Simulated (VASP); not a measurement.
# Cu2O (Pn-3m) in VASP: elastic constants with PBE

Aim: the elastic constants of Cu2O with PBE.

Program: VASP 6.6.1. These are calculated values, not measurements. Logs are shortened: lines on timing, memory, paths and dates and some standing lists are left out, and cuts for length are marked.

**1. The cell of the first run**

It takes space group Pn-3m (No. 224, cubic). The conventional cell has a = 4.260 Å, b = 4.260 Å, c = 4.260 Å, α = 90.00°, β = 90.00°, γ = 90.00°. Within 2.4 Å of Cu (site symmetry -3m) lie 2 O at 1.84 Å. Within 2.4 Å of O (site symmetry -43m) lie 4 Cu at 1.84 Å.

**2. Elastic constants, PBE**

Contents of INCAR:

```
SYSTEM = Cu2O
PREC = Accurate ; ENCUT = 600
EDIFF = 1E-8 ; ISMEAR = 0
SIGMA = 0.01 ; LREAL = .FALSE.
LASPH = .TRUE. ; NELM = 120
ALGO = Normal ; ISIF = 3
LWAVE = .FALSE. ; LCHARG = .FALSE.
GGA = PE ; NBANDS = 37
IBRION = 6 ; NFREE = 2
POTIM = 0.015 ; NSW = 1
GGA_COMPAT = .FALSE.
```

Contents of KPOINTS:

```
Automatic mesh
0
G
  6 6 6
  0 0 0
```

Contents of POSCAR:

```
Cu2O
1.0
    4.2600000000      0.0000000000      0.0000000000
    0.0000000000      4.2600000000      0.0000000000
    0.0000000000      0.0000000000      4.2600000000
Cu O
4 2
Direct
    0.2500000000      0.2500000000      0.2500000000
    0.2500000000      0.7500000000      0.7500000000
    0.7500000000      0.7500000000      0.2500000000
    0.7500000000      0.2500000000      0.7500000000
    0.0000000000      0.0000000000      0.0000000000
    0.5000000000      0.5000000000      0.5000000000
```

Potentials or basis: VASP PAW PBE potentials, release 64 (Cu, O).

On the command line:

```console
$ cat potpaw_PBE.64/Cu/POTCAR potpaw_PBE.64/O/POTCAR > POTCAR
$ mpirun -np 1 vasp_std > vasp.out
```

OUTCAR:

```text
SYSTEM = Cu2O
   PREC = Accurate
   ENCUT = 600
   EDIFF = 1E-8
   ISMEAR = 0
   LREAL = .FALSE.
   LASPH = .TRUE.
   NELM = 120
   ISIF = 3
   GGA = PE
   IBRION = 6
   NFREE = 2
   POTIM = 0.015
   NSW = 1

 ion  position               nearest neighbor table
   1  0.250  0.250  0.250-   5 1.84   6 1.84
   2  0.250  0.750  0.750-   5 1.84   6 1.84
   3  0.750  0.750  0.250-   5 1.84   6 1.84
   4  0.750  0.250  0.750-   5 1.84   6 1.84
   5  0.000  0.000  0.000-   1 1.84   2 1.84   3 1.84   4 1.84
   6  0.500  0.500  0.500-   1 1.84   2 1.84   3 1.84   4 1.84

  LATTYP: Found a simple cubic cell.
 ALAT       =     4.2600000000

  Lattice vectors:

 A1 = (   4.2600000000,   0.0000000000,   0.0000000000)
 A2 = (   0.0000000000,   4.2600000000,   0.0000000000)
 A3 = (   0.0000000000,   0.0000000000,   4.2600000000)

Analysis of symmetry for initial positions (statically):
=====================================================================
 Subroutine PRICEL returns:
 Original cell was already a primitive cell.

 Routine SETGRP: Setting up the symmetry group for a
 simple cubic supercell.

 Subroutine GETGRP returns: Found 48 space group operations
 (whereof 24 operations were pure point group operations)
 out of a pool of 48 trial point group operations.

The static configuration has the point symmetry T_d .
 The point group associated with its full space group is O_h .

Analysis of symmetry for dynamics (positions and initial velocities):
=====================================================================
 Subroutine PRICEL returns:
 Original cell was already a primitive cell.

 Routine SETGRP: Setting up the symmetry group for a
 simple cubic supercell.

 Subroutine GETGRP returns: Found 48 space group operations
 (whereof 24 operations were pure point group operations)
 out of a pool of 48 trial point group operations.

The dynamic configuration has the point symmetry T_d .
 The point group associated with its full space group is O_h .

 Subroutine INISYM returns: Found 48 space group operations
 (whereof 24 operations are pure point group operations),
 and found     1 'primitive' translations

----------------------------------------------------------------------------------------

                                     Primitive cell

  volume of cell :      77.3088

  direct lattice vectors                    reciprocal lattice vectors
     4.260000000  0.000000000  0.000000000     0.234741784  0.000000000  0.000000000
     0.000000000  4.260000000  0.000000000     0.000000000  0.234741784  0.000000000
     0.000000000  0.000000000  4.260000000     0.000000000  0.000000000  0.234741784

  length of vectors
     4.260000000  4.260000000  4.260000000     0.234741784  0.234741784  0.234741784

  position of ions in fractional coordinates (direct lattice)
     0.250000000  0.250000000  0.250000000
     0.250000000  0.750000000  0.750000000
     0.750000000  0.750000000  0.250000000
     0.750000000  0.250000000  0.750000000
     0.000000000  0.000000000  0.000000000
     0.500000000  0.500000000  0.500000000

  ion indices of the primitive-cell ions
   primitive index   ion index
                 1           1
                 2           2
                 3           3
                 4           4
                 5           5
                 6           6

----------------------------------------------------------------------------------------
[... 227 lines left out ...]
  FREE ENERGIE OF THE ION-ELECTRON SYSTEM (eV)
  ---------------------------------------------------
  free  energy   TOTEN  =       -27.2221245669 eV

  energy  without entropy=      -27.2221245669  energy(sigma->0) =      -27.22212457

 E-fermi :   4.6728     XC(G=0): -10.9655

 val. band max:        4.6197011874   @ k =   0.0000   0.0000   0.0000
 cond. band min:       5.1127810574   @ k =   0.0000   0.0000   0.0000
 fundamental gap:      0.4930798700
 Fermi energy:         4.6728200900

 k-point     1 :       0.0000    0.0000    0.0000
  band No.  band energies     occupation
      1     -15.4297      2.00000
      2     -14.7202      2.00000
      3      -2.5533      2.00000
      4      -2.4908      2.00000
      5      -2.4908      2.00000
      6      -0.1623      2.00000
[... 949 lines left out ...]
     36      12.0082      0.00000
     37      14.9949      0.00000

 [... further k-points ...]

[... ionic steps 4 to 14 ...]

--------------------------------------- Ionic step       15  -------------------------------------------

 number of electron      55.9999982 magnetization

------------------------ aborting loop because EDIFF is reached ----------------------------------------
[... 75 lines left out ...]
--------------------------------------- Ionic step       17  -------------------------------------------

 number of electron      55.9999973 magnetization

 Free energy of the ion-electron system (eV)
  ---------------------------------------------------
  ext. energy  EPLUGINS =         0.00000000
  ---------------------------------------------------
  free energy    TOTEN  =       -27.25649219 eV

  energy without entropy =      -27.25649219  energy(sigma->0) =      -27.25649219

 E-fermi :   4.9192     XC(G=0): -11.0457

 val. band max:        4.7747651621   @ k =   0.0000   0.0000   0.0000
 cond. band min:       5.3126717077   @ k =   0.0000   0.0000   0.0000
 fundamental gap:      0.5379065456
 Fermi energy:         4.9191500927

 k-point     1 :       0.0000    0.0000    0.0000
  band No.  band energies     occupation
      1     -15.3873      2.00000
      2     -14.6492      2.00000
      3      -2.4898      2.00000
      4      -2.4739      2.00000
      5      -2.4590      2.00000
      6      -0.0897      2.00000
[... 949 lines left out ...]
     36      13.5509      0.00000
     37      13.7163      0.00000

 [... further k-points ...]

------------------------ aborting loop because EDIFF is reached ----------------------------------------

  FORCE on cell =-STRESS in cart. coord.  units (eV):
  Direction    XX          YY          ZZ          XY          YZ          ZX
  --------------------------------------------------------------------------------------
  -------------------------------------------------------------------------------------
  Total        1.9175754      1.9249255      1.9249255      0.0000000     -0.2475446      0.0000000
  in kB       39.7405828     39.8929099     39.8929099      0.0000000     -5.1302106      0.0000000
  external PRESSURE =      39.8421342 kB  Pullay stress =       0.0000000 kB
[... 21 lines left out ...]
  FREE ENERGIE OF THE ION-ELECTRON SYSTEM (eV)
  ---------------------------------------------------
  free  energy   TOTEN  =       -27.2564921948 eV

  energy  without entropy=      -27.2564921948  energy(sigma->0) =      -27.25649219

 INTERNAL STRAIN TENSORS FROM STRAINED CELLS
 ============================================

 INTERNAL STRAIN TENSOR FOR ION    1 for displacements in x,y,z  (eV/Angst):
          X           Y           Z          XY          YZ          ZX
  --------------------------------------------------------------------------------
  x    -0.00000     0.00000    -0.00000     0.00000     0.00000     0.00000
  y    -0.00000     0.00000     0.00000    -0.00000     0.00000     0.00000
  z    -0.00000     0.00000    -0.00000     0.00000    -0.00000    -0.00000

 INTERNAL STRAIN TENSORS FROM DISPLACED ATOMS
 ============================================

 INTERNAL STRAIN TENSOR FOR ION    1 for displacements in x,y,z  (eV/Angst):
          X           Y           Z          XY          YZ          ZX
  --------------------------------------------------------------------------------
  x    -0.00000     0.00000     0.00000     0.00000    -0.00000    -0.00000
  y     0.00000    -0.00000     0.00000    -0.00000     0.00000    -0.00000
  z     0.00000     0.00000    -0.00000    -0.00000    -0.00000     0.00000

 INTERNAL STRAIN TENSOR FOR ION    6 for displacements in x,y,z  (eV/Angst):
          X           Y           Z          XY          YZ          ZX
  --------------------------------------------------------------------------------
  x    -0.00000     0.00000     0.00000    -0.00000   -16.50059     0.00000
  y    -0.00000     0.00000    -0.00000     0.00000    -0.00000   -16.50059
  z     0.00000     0.00000    -0.00000   -16.50059     0.00000    -0.00000

 Eigenvectors and eigenvalues of the dynamical matrix
 ----------------------------------------------------

   1 f  =   19.324632 THz   121.420247 2PiTHz  644.600354 cm-1    79.920222 meV
             X         Y         Z           dx          dy          dz
      1.065000  1.065000  1.065000     0.060073    0.028703    0.040874
      1.065000  3.195000  3.195000     0.201669   -0.194642   -0.182470
      3.195000  3.195000  1.065000     0.060073    0.028703   -0.040874
      3.195000  1.065000  3.195000     0.201669   -0.194642    0.182470
      0.000000  0.000000  0.000000    -0.522029    0.330956   -0.000000
      2.130000  2.130000  2.130000    -0.522029    0.330956    0.000000
[... 145 lines left out ...]
  18 f/i=    0.009044 THz     0.056828 2PiTHz    0.301690 cm-1     0.037405 meV
             X         Y         Z           dx          dy          dz
      1.065000  1.065000  1.065000     0.064686    0.098968   -0.456670
      1.065000  3.195000  3.195000     0.063797    0.099127   -0.456511
      3.195000  3.195000  1.065000     0.063553    0.097835   -0.456266
      3.195000  1.065000  3.195000     0.064930    0.097994   -0.456426
      0.000000  0.000000  0.000000     0.032142    0.049273   -0.228385
      2.130000  2.130000  2.130000     0.032142    0.049273   -0.228385

--------------------------------------------------------------------------------------------------------

 ELASTIC MODULI CONTR FROM IONIC RELAXATION (kBar)
 Direction    XX          YY          ZZ          XY          YZ          ZX
 --------------------------------------------------------------------------------
 XX          -0.0000      0.0000      0.0000      0.0000     -0.0000     -0.0000
 YY           0.0000     -0.0000      0.0000      0.0000      0.0000      0.0000
 ZZ           0.0000      0.0000     -0.0000     -0.0000      0.0000     -0.0000
 XY           0.0000      0.0000     -0.0000   -695.6637     -0.0000     -0.0000
 YZ          -0.0000      0.0000      0.0000     -0.0000   -695.6637      0.0000
 ZX          -0.0000      0.0000     -0.0000     -0.0000      0.0000   -695.6637
 --------------------------------------------------------------------------------

 TOTAL ELASTIC MODULI (kBar)
 Direction    XX          YY          ZZ          XY          YZ          ZX
 --------------------------------------------------------------------------------
 XX        1334.4823   1200.4441   1200.4441      0.0000     -0.0000     -0.0000
 YY        1200.4441   1334.4823   1200.4441      0.0000     -0.0000      0.0000
 ZZ        1200.4441   1200.4441   1334.4823     -0.0000      0.0000     -0.0000
 XY           0.0000      0.0000     -0.0000     32.0397     -0.0000     -0.0000
 YZ          -0.0000     -0.0000      0.0000     -0.0000     32.0397      0.0000
 ZX          -0.0000      0.0000     -0.0000     -0.0000      0.0000     32.0397
 --------------------------------------------------------------------------------
```

Wall time 52 min (1 thread of Intel Xeon Platinum 8259CL at 2.50GHz (Skylake/Cascade Lake), shared host); peak memory 0.49 GiB.

Results:

- Elastic constants C11, C12, C44: 133, 120, 3 GPa
- Voigt bulk modulus: 125 GPa
- Highest phonon frequency at Γ, LO-TO splitting left out: 645 cm⁻¹

Phonon frequencies in cm⁻¹ (negative: imaginary):
```
              q point                                                   frequencies
(0.000, 0.000, 0.000)  0 0 0 66 66 66 86 86 141 141 141 358 525 525 525 645 645 645
```

Elastic tensor in Voigt notation (GPa, in the Cartesian axes of the cell as first typed):
```
133 120 120   0   0   0
120 133 120   0   0   0
120 120 133   0   0   0
  0   0   0   3   0   0
  0   0   0   0   3   0
  0   0   0   0   0   3
```

Clamped-ion elastic tensor (GPa):
```
133 120 120   0   0   0
120 133 120   0   0   0
120 120 133   0   0   0
  0   0   0  73   0   0
  0   0   0   0  73   0
  0   0   0   0   0  73
```

Caveat: the cell is under stress, which shifts elastic constants.
